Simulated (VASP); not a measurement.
# Mn (P6_3/mmc) in VASP: notebook, part 2 of 2

VASP 6.6.1. Earlier steps stand in the parts before.

### Step 3. Single point, PBE (9.43 Å³/atom)

This run uses another cell than the first one, of 9.43 Å³/atom.

Contents of INCAR:

```
PREC = Accurate ; ENCUT = 520
EDIFF = 1E-6 ; ISMEAR = -1
SIGMA = 0.1 ; LREAL = False
LASPH = True ; NELM = 80
ALGO = Normal ; ISIF = 2
LWAVE = False ; LCHARG = True
GGA = PE ; LELF = True
LVHAR = True ; NBANDS = 34
```

Contents of KPOINTS:

```
regular mesh
0
Gamma
  16 16 5
```

Contents of POSCAR:

```
Mn
1.0
    2.3812517118      0.0000000000      0.0000000000
   -1.1906258559      2.0622244753      0.0000000000
    0.0000000000      0.0000000000      7.6837288453
Mn
4
Direct
    1.0000000000      1.0000000000      0.0000000000
    1.0000000000      1.0000000000      0.5000000000
    0.3333333333      0.6666666667      0.2500000000
    0.6666666667      0.3333333333      0.7500000000
```

Potentials or basis: VASP PAW PBE potentials, release 64 (Mn_pv).

Run with:

```sh
cat potpaw_PBE.64/Mn_pv/POTCAR > POTCAR
mpirun -np 1 vasp_std > vasp.out
```

OUTCAR:

```text
PREC = Accurate
   ENCUT = 520
   EDIFF = 1E-6
   ISMEAR = -1
   LREAL = False
   LASPH = True
   NELM = 80
   ISIF = 2
   GGA = PE

 ion  position               nearest neighbor table
   1  0.000  0.000  0.000-   3 2.36   4 2.36   4 2.36   3 2.36   4 2.36   3 2.36
   2  0.000  0.000  0.500-   3 2.36   4 2.36   4 2.36   3 2.36   4 2.36   3 2.36
   3  0.333  0.667  0.250-   1 2.36   2 2.36   1 2.36   2 2.36   1 2.36   2 2.36
   4  0.667  0.333  0.750-   1 2.36   2 2.36   1 2.36   2 2.36   1 2.36   2 2.36

  LATTYP: Found a hexagonal cell.
 ALAT       =     2.3812517118
 C/A-ratio  =     3.2267604501

  Lattice vectors:

 A1 = (   2.3812517118,   0.0000000000,   0.0000000000)
 A2 = (  -1.1906258559,   2.0622244753,   0.0000000000)
 A3 = (   0.0000000000,   0.0000000000,   7.6837288453)

Analysis of symmetry for initial positions (statically):
=====================================================================
 Subroutine PRICEL returns:
 Original cell was already a primitive cell.

 Routine SETGRP: Setting up the symmetry group for a
 hexagonal supercell.

 Subroutine GETGRP returns: Found 24 space group operations
[... 170 lines left out ...]

 E-fermi :  12.4058     XC(G=0): -14.8253

 val. band max:       12.4034414132   @ k =   0.3125   0.2500   0.0000
 cond. band min:      12.4182469626   @ k =   0.1875   0.0625   0.4000
 fundamental gap:      0.0148055495
 Fermi energy:        12.4057694219

 k-point     1 :       0.0000    0.0000    0.0000
  band No.  band energies     occupation
      1     -36.2293      2.00000
      2     -35.6896      2.00000
      3     -35.6090      2.00000
      4     -35.2086      2.00000
      5     -35.2086      2.00000
      6     -35.1327      2.00000
[... 877 lines left out ...]
     33      15.5588      0.00000
     34      16.3902      0.00000

 [... further k-points ...]

------------------------ aborting loop because EDIFF is reached ----------------------------------------

  FORCE on cell =-STRESS in cart. coord.  units (eV):
  Direction    XX          YY          ZZ          XY          YZ          ZX
  --------------------------------------------------------------------------------------
  -------------------------------------------------------------------------------------
  Total       11.1645178     11.1645178     11.1043062     -0.0000000      0.0000000      0.0000000
  in kB      474.0643315    474.0643316    471.5076449     -0.0000000      0.0000000      0.0000000
  external PRESSURE =     473.2121027 kB  Pullay stress =       0.0000000 kB

 VOLUME and BASIS-vectors are now :
 -----------------------------------------------------------------------------
  energy-cutoff  :      520.00
  volume of cell :       37.73
      direct lattice vectors                 reciprocal lattice vectors
     2.381251712  0.000000000  0.000000000     0.419947205  0.242456632  0.000000000
    -1.190625856  2.062224475  0.000000000     0.000000000  0.484913263  0.000000000
     0.000000000  0.000000000  7.683728845     0.000000000  0.000000000  0.130145144

 POSITION                                       TOTAL-FORCE (eV/Angst)
 -----------------------------------------------------------------------------------
      0.00000      0.00000      0.00000        -0.000000      0.000000      0.000000
      0.00000      0.00000      3.84186        -0.000000      0.000000      0.000000
     -0.00000      1.37482      1.92093         0.000000      0.000000      0.000000
      1.19063      0.68741      5.76280        -0.000000      0.000000     -0.000000
 -----------------------------------------------------------------------------------
    total drift:                                0.000000     -0.000000      0.000000

  FREE ENERGIE OF THE ION-ELECTRON SYSTEM (eV)
  ---------------------------------------------------
  free  energy   TOTEN  =       -35.1866775307 eV

  energy  without entropy=      -35.0409562720  energy(sigma->0) =      -35.11381690
```

OSZICAR:

```text
N       E                     dE             d eps       ncg     rms          rms(c)
DAV:   1     0.617622614388E+03    0.61762E+03   -0.29310E+04  6504   0.221E+03
DAV:   2    -0.263742085792E+00   -0.61789E+03   -0.59755E+03  6128   0.589E+02
DAV:   3    -0.400194603418E+02   -0.39756E+02   -0.37952E+02  6578   0.166E+02
DAV:   4    -0.410967060650E+02   -0.10772E+01   -0.10597E+01  6926   0.277E+01
DAV:   5    -0.411176636671E+02   -0.20958E-01   -0.20939E-01  6702   0.402E+00    0.304E+01
DAV:   6    -0.353094854369E+02    0.58082E+01   -0.35948E+01  6366   0.551E+01    0.228E+00
DAV:   7    -0.352667665283E+02    0.42719E-01   -0.81446E-01  6752   0.103E+01    0.318E+00
DAV:   8    -0.352382089071E+02    0.28558E-01   -0.37653E-01  7356   0.845E+00    0.220E+00
DAV:   9    -0.351870998306E+02    0.51109E-01   -0.72332E-02  7162   0.357E+00    0.214E-01
DAV:  10    -0.351867357044E+02    0.36413E-03   -0.84597E-03  6640   0.824E-01    0.984E-02
DAV:  11    -0.351867287988E+02    0.69056E-05   -0.29766E-04  6320   0.185E-01    0.496E-02
DAV:  12    -0.351866724233E+02    0.56375E-04   -0.50261E-05  6380   0.845E-02    0.142E-02
DAV:  13    -0.351866795024E+02   -0.70790E-05   -0.55104E-06  6178   0.267E-02    0.516E-03
DAV:  14    -0.351866773330E+02    0.21694E-05   -0.83210E-07  3092   0.108E-02    0.646E-04
DAV:  15    -0.351866775307E+02   -0.19769E-06   -0.96464E-08  3096   0.293E-03
   1 F= -.35186678E+02 E0= -.35113817E+02  d E =-.145721E+00
```

It took 57 s on 1 thread of AMD EPYC 9R45 (Zen 5), shared host; peak memory 0.18 GiB.

What came out:

| Item | Value |
| --- | --- |
| Free energy | -35.1867 eV |
| Pressure | 47.3 GPa |
| Band gap on the k mesh | zero (bands 26 and 27 overlap by 2.68 eV) |

Caveat: the cell stands under pressure; the run has no spin polarisation, though such a crystal can be magnetic. Spin polarisation is off, so any magnetic state and its effect on volume and gap are missing.
